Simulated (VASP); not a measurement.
# Al (Fmmm) in VASP: single point with r2SCAN

Aim: the single point of Al with r2SCAN.

Program: VASP 6.6.1. These are calculated values, not measurements. Logs are shortened: lines on timing, memory, paths and dates and some standing lists are left out, and cuts for length are marked.

## 1. The cell of the first run

It takes space group Fmmm (No. 69, orthorhombic). Conventional cell: a = 3.189 Å, b = 4.256 Å, c = 4.763 Å, α = 90.00°, β = 90.00°, γ = 90.00°. Within 3.5 Å of Al (site symmetry mmm) lie 14 Al at 2.66 to 3.19 Å.

## 2. Single point, r2SCAN (strain +0.1125 x Voigt [0, 0, 0, 0, 0, 1])

The input, POSCAR:

```
Al
1.0
   -1.5046853432      1.5046853432      1.5943685756
    1.5046853432     -1.5046853432      1.5943685756
    1.6840518080      1.6840518080     -1.5943685756
Al
1
Direct
    0.0000000000      0.0000000000      0.0000000000
```

The input, INCAR.step1:

```
SYSTEM = Al
ALGO     = Normal         ! electronic algorithm
EDIFF    = 1E-4           ! SCF threshold, eV
ENCUT    = 520            ! plane-wave cutoff, eV
GGA      = PE             ! functional
ISMEAR   = 0              ! smearing method
LASPH    = .TRUE.         ! aspherical terms in the spheres
LCHARG   = .FALSE.        ! write CHGCAR
LREAL    = .FALSE.        ! projectors in reciprocal space
LWAVE    = .TRUE.         ! write WAVECAR
NBANDS   = 8              ! bands
NELM     = 80             ! most SCF steps
PREC     = Accurate       ! precision mode
SIGMA    = 0.15           ! smearing width, eV
```

The input, INCAR.step2:

```
SYSTEM = Al
ALGO     = Normal         ! electronic algorithm
EDIFF    = 1E-6           ! SCF threshold, eV
ENCUT    = 520            ! plane-wave cutoff, eV
ISIF     = 2              ! what is computed and relaxed
ISMEAR   = 0              ! smearing method
ISTART   = 1            
LASPH    = .TRUE.         ! aspherical terms in the spheres
LCHARG   = .FALSE.        ! write CHGCAR
LMIXTAU  = .TRUE.       
LREAL    = .FALSE.        ! projectors in reciprocal space
LWAVE    = .FALSE.        ! write WAVECAR
METAGGA  = R2SCAN         ! meta-GGA
NBANDS   = 8              ! bands
NELM     = 80             ! most SCF steps
PREC     = Accurate       ! precision mode
SIGMA    = 0.15           ! smearing width, eV
```

The input, KPOINTS:

```
k-points
0
G
  26 26 26
  0 0 0
```

Potentials or basis: VASP PAW PBE potentials, release 64 (Al).

Launch:

```bash
> cat potpaw_PBE.64/Al/POTCAR > POTCAR
> cp INCAR.step1 INCAR
> mpirun -np 1 vasp_std > vasp.out
> cp INCAR.step2 INCAR
> mpirun -np 1 vasp_std > vasp.out
```

OUTCAR:

```text
SYSTEM = Al
   EDIFF = 1E-6
   ENCUT = 520
   ISIF = 2
   ISMEAR = 0
   ISTART = 1
   LASPH = .TRUE.
   LREAL = .FALSE.
   METAGGA = R2SCAN
   NELM = 80
   PREC = Accurate

 ion  position               nearest neighbor table
   1  0.000  0.000  0.000-

  LATTYP: Found a face centered orthorhombic cell.
 ALAT       =     3.1887371512
 B/A-ratio  =     1.3346640495
 C/A-ratio  =     1.4937630753

  Lattice vectors:

 A1 = (   3.1887371512,   0.1793664648,   0.0000000000)
 A2 = (   1.6840518080,   1.6840518080,   1.5943685756)
 A3 = (   1.5046853432,  -1.5046853432,   1.5943685756)

Analysis of symmetry for initial positions (statically):
=====================================================================
 Subroutine PRICEL returns:
 Original cell was already a primitive cell.

 Routine SETGRP: Setting up the symmetry group for a
 face centered orthorhombic supercell.

 Subroutine GETGRP returns: Found  8 space group operations
 (whereof  8 operations were pure point group operations)
 out of a pool of  8 trial point group operations.

The static configuration has the point symmetry D_2h.

Analysis of symmetry for dynamics (positions and initial velocities):
=====================================================================
 Subroutine PRICEL returns:
 Original cell was already a primitive cell.

 Routine SETGRP: Setting up the symmetry group for a
 face centered orthorhombic supercell.

 Subroutine GETGRP returns: Found  8 space group operations
 (whereof  8 operations were pure point group operations)
 out of a pool of  8 trial point group operations.

The dynamic configuration has the point symmetry D_2h.

 Subroutine INISYM returns: Found  8 space group operations
 (whereof  8 operations are pure point group operations),
 and found     1 'primitive' translations

----------------------------------------------------------------------------------------

                                     Primitive cell

  volume of cell :      16.1603

  direct lattice vectors                    reciprocal lattice vectors
    -1.504685343  1.504685343  1.594368576    -0.017696204  0.314599184  0.313603772
     1.504685343 -1.504685343  1.594368576     0.314599184 -0.017696204  0.313603772
     1.684051808  1.684051808 -1.594368576     0.296902980  0.296902980  0.000000000

  length of vectors
     2.658978586  2.658978586  2.866020261     0.444559477  0.444559477  0.419884221

  position of ions in fractional coordinates (direct lattice)
     0.000000000  0.000000000  0.000000000

  ion indices of the primitive-cell ions
   primitive index   ion index
                 1           1

----------------------------------------------------------------------------------------

 KPOINTS: k-points

Automatic generation of k-mesh.
 Grid dimensions read from file:
 generate k-points for:   26   26   26

 Generating k-lattice:

  Cartesian coordinates                     Fractional coordinates (reciprocal lattice)
    -0.000680623  0.012099969  0.012061684     0.038461538  0.000000000 -0.000000000
     0.012099969 -0.000680623  0.012061684     0.000000000  0.038461538 -0.000000000
     0.011419345  0.011419345  0.000000000     0.000000000  0.000000000  0.038461538

  Length of vectors
     0.017098441  0.017098441  0.016149393

  Shift w.r.t. Gamma in fractional coordinates (k-lattice)
     0.000000000  0.000000000  0.000000000

 Subroutine IBZKPT returns following result:
 ===========================================

 Found   2471 irreducible k-points:

 Following reciprocal coordinates:
            Coordinates               Weight
  0.000000  0.000000  0.000000      1.000000
  0.038462 -0.000000  0.000000      8.000000
  0.076923 -0.000000  0.000000      8.000000
  0.115385  0.000000  0.000000      8.000000
  0.153846  0.000000  0.000000      8.000000
  0.192308  0.000000 -0.000000      8.000000
[... 16 lines left out ...]
  0.346154  0.038462 -0.000000      8.000000
  0.384615  0.038462 -0.000000      8.000000
 [... further k-points ...]
   k-points           NKPTS =   2471   k-points in BZ     NKDIM =   2471   number of bands    NBANDS=      8
   number of dos      NEDOS =    301   number of ions     NIONS =      1
   total plane-waves  NPLWV =   9600
   dimension x,y,z NGX =    20 NGY =   20 NGZ =   24
   dimension x,y,z NGXF=    40 NGYF=   40 NGZF=   48
   ions per type =               1
   NGX,Y,Z   is equivalent  to a cutoff of  12.50, 12.50, 13.92 a.u.
   NGXF,Y,Z  is equivalent  to a cutoff of  25.01, 25.01, 27.84 a.u.
 SYSTEM =  Al
   PREC   = accura    normal or accurate (medium, high low for compatibility)
   ISTART =      1    job   : 0-new  1-cont  2-samecut
   ICHARG =      0    charge: 1-file 2-atom 10-const
   ISPIN  =      1    spin polarized calculation?
   LNONCOLLINEAR =      F non collinear calculations
   LSORBIT =      F    spin-orbit coupling
   LASPH  =      T    aspherical Exc in radial PAW
   ENCUT  =  520.0 eV  38.22 Ry    6.18 a.u.   4.94  4.94  5.33*2*pi/ulx,y,z
   NELM   =     80;   NELMIN=  2; NELMDL=  0     # of ELM steps
   EDIFF  = 0.1E-05   stopping-criterion for ELM
   LREAL  =      F    real-space projection
   EDIFFG = 0.1E-04   stopping-criterion for IOM
   NSW    =      0    number of steps for IOM
   IBRION =     -1    ionic relax: 0-MD 1-quasi-New 2-CG
   NFREE  =      0    steps in history (QN), initial steepest desc. (CG)
   ISIF   =      2    stress and relaxation
   ISYM   =      2    0-nonsym 1-usesym 2-fastsym
   POTIM  = 0.5000    time-step for ionic-motion
   TEBEG  =    0.0;   TEEND  =   0.0 temperature during run
   PSTRESS=    0.0 pullay stress
   NELECT =       3.0000    total number of electrons
   NUPDOWN=      -1.0000    fix difference up-down
   EMIN   =  10.00;   EMAX   =-10.00  energy-range for DOS
   EFERMI =   0.00;   METHOD = LEGACY
   ISMEAR =     0;   SIGMA  =   0.15  broadening in eV -4-tet -1-fermi 0-gaus
   EFERMI_NEDOS =   21; number of points for ismear=-14 and -15
   IALGO  =     38    algorithm
   IMIX   =      4    mixing-type and parameters
     AMIX     =   0.40;   BMIX     =  1.00
     AMIX_MAG =   1.60;   BMIX_MAG =  1.00
  volume/ion in A,a.u.               =      16.16       109.06
  Fermi-wavevector in a.u.,A,eV,Ry     =   0.933896  1.764808 11.866487  0.872162
  Thomas-Fermi vector in A             =   2.060645
   LORBIT       =      0    0 simple, 1 ext, 2 COOP (PROOUT), +10 PAW based schemes
   METAGGA = R2SCAN    functional components
   LHFCALC =     F    Hartree Fock is set to
   AEXX    =    0.0000 exact exchange contribution
   IVDW    =     0    specifies the selected vdW correction
   LEPSILON=     F    determine dielectric tensor
   LRPA    =     F    only Hartree local field effects (RPA)
 non-spin polarized calculation
 Gauss-broadening in eV      SIGMA  =   0.15
  energy-cutoff  :      520.00
  volume of cell :       16.16
 maximum number of plane-waves:       454
   NGX =  9   NGY =  9   NGZ = 11

 number of electron       3.0000000 magnetization

 Free energy of the ion-electron system (eV)
  ---------------------------------------------------
  ext. energy  EPLUGINS =         0.00000000
  ---------------------------------------------------
  free energy    TOTEN  =        -6.59095389 eV

  energy without entropy =       -6.58698914  energy(sigma->0) =       -6.58897151

 E-fermi :   8.2450     XC(G=0): -10.9966

 val. band max:        8.2432836261   @ k =  -0.3077   0.3077   0.4231
 cond. band min:       8.2476427280   @ k =  -0.1923   0.5000   0.3462
 fundamental gap:      0.0043591019
 Fermi energy:         8.2449819781

 k-point     1 :       0.0000    0.0000    0.0000
  band No.  band energies     occupation
      1      -3.7646      2.00000
      2      21.1221      0.00000
      3      21.6161      0.00000
      4      22.2072      0.00000
      5      23.3365      0.00000
      6      24.5563      0.00000
      7      25.1976      0.00000
      8      25.7891      0.00000

 k-point     2 :       0.0385   -0.0000    0.0000
  band No.  band energies     occupation
      1      -3.7186      2.00000
      2      20.7005      0.00000
      3      21.2392      0.00000
      4      22.4147      0.00000
      5      23.1326      0.00000
      6      24.5912      0.00000
      7      25.0887      0.00000
      8      25.7009      0.00000

 k-point     3 :       0.0769   -0.0000    0.0000
  band No.  band energies     occupation
      1      -3.5805      2.00000
      2      19.9593      0.00000
      3      20.2430      0.00000
      4      21.8272      0.00000
      5      23.5983      0.00000
      6      24.1345      0.00000
      7      25.1062      0.00000
      8      26.1286      0.00000

 k-point     4 :       0.1154    0.0000    0.0000
  band No.  band energies     occupation
      1      -3.3507      2.00000
      2      18.6548      0.00000
      3      19.3875      0.00000
      4      21.0225      0.00000
      5      23.5232      0.00000
      6      24.1747      0.00000
      7      25.1781      0.00000
      8      26.2987      0.00000

 k-point     5 :       0.1538    0.0000    0.0000
  band No.  band energies     occupation
      1      -3.0297      2.00000
      2      17.0219      0.00000
      3      18.7460      0.00000
      4      20.2673      0.00000
      5      22.9344      0.00000
      6      24.1896      0.00000
      7      25.5051      0.00000
      8      26.4410      0.00000

 k-point     6 :       0.1923    0.0000   -0.0000
  band No.  band energies     occupation
      1      -2.6180      2.00000
      2      15.3470      0.00000
      3      18.1802      0.00000
      4      19.5700      0.00000
      5      22.3822      0.00000
      6      23.7833      0.00000
      7      26.0947      0.00000
      8      26.7564      0.00000

 k-point     7 :       0.2308    0.0000   -0.0000
  band No.  band energies     occupation
      1      -2.1164      2.00000
      2      13.6932      0.00000
      3      17.6880      0.00000
      4      18.9336      0.00000
      5      21.8805      0.00000
      6      23.2985      0.00000
      7      26.7207      0.00000
      8      27.1828      0.00000
[... 133 lines left out ...]
 k-point    20 :       0.2308    0.0385   -0.0000
  band No.  band energies     occupation
      1      -1.8298      2.00000
      2      12.9874      0.00000
      3      17.0872      0.00000
      4      18.3367      0.00000
      5      21.1211      0.00000
      6      24.3395      0.00000
      7      26.6023      0.00000
      8      27.9990      0.00000

 k-point    21 :       0.2692    0.0385   -0.0000
  band No.  band energies     occupation
      1      -1.2006      2.00000
      2      11.4129      0.00000
      3      16.7068      0.00000
      4      17.8775      0.00000
      5      20.6414      0.00000
      6      23.9379      0.00000
      7      27.0948      0.00000
      8      28.6348      0.00000

 k-point    22 :       0.3077    0.0385    0.0000
  band No.  band energies     occupation
      1      -0.4845      2.00000
      2       9.8999      0.00000
      3      16.4048      0.00000
      4      17.4868      0.00000
      5      20.2406      0.00000
      6      23.5372      0.00000
      7      27.6753      0.00000
      8      29.3161      0.00000

 k-point    23 :       0.3462    0.0385   -0.0000
  band No.  band energies     occupation
      1       0.3168      2.00000
      2       8.4555      0.04712
      3      16.1823      0.00000
      4      17.1645      0.00000
      5      19.9230      0.00000
      6      23.1730      0.00000
      7      28.3196      0.00000
      8      30.0250      0.00000

 k-point    24 :       0.3846    0.0385   -0.0000
  band No.  band energies     occupation
      1       1.2002      2.00000
      2       7.0859      2.00000
      3      16.0402      0.00000
      4      16.9107      0.00000
      5      19.6915      0.00000
      6      22.8626      0.00000
      7      28.9997      0.00000
      8      30.7144      0.00000

 [... further k-points ...]

------------------------ aborting loop because EDIFF is reached ----------------------------------------

  FORCE on cell =-STRESS in cart. coord.  units (eV):
  Direction    XX          YY          ZZ          XY          YZ          ZX
  --------------------------------------------------------------------------------------
  -------------------------------------------------------------------------------------
  Total        0.1163072      0.1163072      0.1262880     -0.6499841      0.0000000      0.0000000
  in kB       11.5310061     11.5310061     12.5205333    -64.4411741      0.0000000      0.0000000
  external PRESSURE =      11.8608485 kB  Pullay stress =       0.0000000 kB

 VOLUME and BASIS-vectors are now :
 -----------------------------------------------------------------------------
  energy-cutoff  :      520.00
  volume of cell :       16.16
      direct lattice vectors                 reciprocal lattice vectors
    -1.504685343  1.504685343  1.594368576    -0.017696204  0.314599184  0.313603772
     1.504685343 -1.504685343  1.594368576     0.314599184 -0.017696204  0.313603772
     1.684051808  1.684051808 -1.594368576     0.296902980  0.296902980  0.000000000

 POSITION                                       TOTAL-FORCE (eV/Angst)
 -----------------------------------------------------------------------------------
      0.00000      0.00000      0.00000         0.000000      0.000000      0.000000
 -----------------------------------------------------------------------------------
    total drift:                                0.000000     -0.000000      0.000000

  FREE ENERGIE OF THE ION-ELECTRON SYSTEM (eV)
  ---------------------------------------------------
  free  energy   TOTEN  =        -6.5909538889 eV

  energy  without entropy=       -6.5869891408  energy(sigma->0) =       -6.58897151
```

It took 9.6 min on 1 thread of Intel Xeon Platinum 8375C at 2.90GHz (Ice Lake), shared host; peak memory 0.36 GiB.

Results:

| Property | Result |
| --- | --- |
| Free energy | -6.5910 eV |
| Pressure | 1.2 GPa |
| Band gap on the k mesh | zero (an odd number of electrons rules out a gap without spin polarisation) |

Levels at points of the mesh, in eV from the Fermi level:
| k point | band 1 | band 2 | band 3 | band 4 |
| --- | --- | --- | --- | --- |
| (0.00, 0.00, 0.00) | -12.01 | 12.88 | 13.37 | 13.96 |
| (0.50, 0.00, 0.00) | -4.79 | -4.00 | 8.07 | 8.29 |
| (0.50, 0.50, 0.00) | -4.16 | -2.87 | 7.82 | 8.43 |
| (0.00, 0.00, 0.50) | -5.30 | -5.11 | 9.04 | 10.18 |
| (0.50, 0.50, 0.50) | 1.60 | 2.00 | 2.73 | 2.91 |

Caveat: the cell differs from its parent crystal (strain +0.1125 x Voigt [0, 0, 0, 0, 0, 1]); the PAW data sets were made with another functional, which shifts forces and pressure a little.
